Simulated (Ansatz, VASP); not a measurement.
## KF in VASP and in Ansatz

Contents of INCAR:

```
ALGO     = Normal         # electronic algorithm
EDIFF    = 1E-6           # SCF threshold, eV
ENCUT    = 520            # plane-wave cutoff, eV
GGA      = PE             # functional
ISIF     = 2              # what is computed and relaxed
ISMEAR   = 0              # smearing method
LASPH    = True           # aspherical terms in the spheres
LCHARG   = True           # write CHGCAR
LELF     = True           # ELF
LREAL    = False          # projectors in reciprocal space
LVHAR    = True         
LWAVE    = False          # write WAVECAR
NBANDS   = 15             # bands
NELM     = 60             # most SCF steps
PREC     = Accurate       # precision mode
SIGMA    = 0.05           # smearing width, eV
```

KPOINTS

```
k-points
0
Gamma
  8 8 8
```

Contents of POSCAR:

```
KF
1.0
   -0.0881074135      2.7238313161      2.7238313161
    2.7238313161     -0.0881074135      2.7238313161
    2.7238313161      2.7238313161     -0.0881074135
K F
1 1
Direct
    0.0000000000      0.0000000000      0.0000000000
    0.5000000000      0.5000000000      0.5000000000
```

Input for Ansatz:

```yaml
crystal:
  lattice:
    - [-0.0881074135, 2.7238313161, 2.7238313161]
    - [2.7238313161, -0.0881074135, 2.7238313161]
    - [2.7238313161, 2.7238313161, -0.0881074135]
  atoms:
    - { symbol: K, position: [0.0, 0.0, 0.0] }
    - { symbol: F, position: [0.5, 0.5, 0.5] }
basis:
  ecutwfc: 520.0
kpoints:
  mp_grid: { grid: [8, 8, 8] }
hamiltonian:
  xc: pbe
scf:
  occupations: { method: gaussian, width: 0.05 }
output:
  forces: true
  stress: true
  eigenvalues: true
```

Alike in both runs: task single point; functional PBE; k mesh 8 × 8 × 8; occupations gaussian, width 0.05 eV; no spin polarisation.

|  | VASP | Ansatz |
| --- | --- | --- |
| version | VASP 6.6.1 | Ansatz 0.2.0 |
| potentials or method | VASP PAW PBE potentials, release 64 (K_sv, F), cutoff 520 eV | scalar-relativistic, plane waves, PAW |
| valence electrons in the cell | 16 | 16 |

|  | VASP | Ansatz | Ansatz less VASP |
| --- | --- | --- | --- |
| gap on the k mesh at the Fermi level (eV) | 5.61 | 5.62 | +0.014 |
| least direct gap on the mesh (eV) | 5.61 | 5.62 | +0.014 |
| pressure (GPa) | -1.6 | -1.6 | +0.03 |
| traceless stress, the component that is largest in VASP (GPa) | 0.40 | 0.41 | +0.004 |
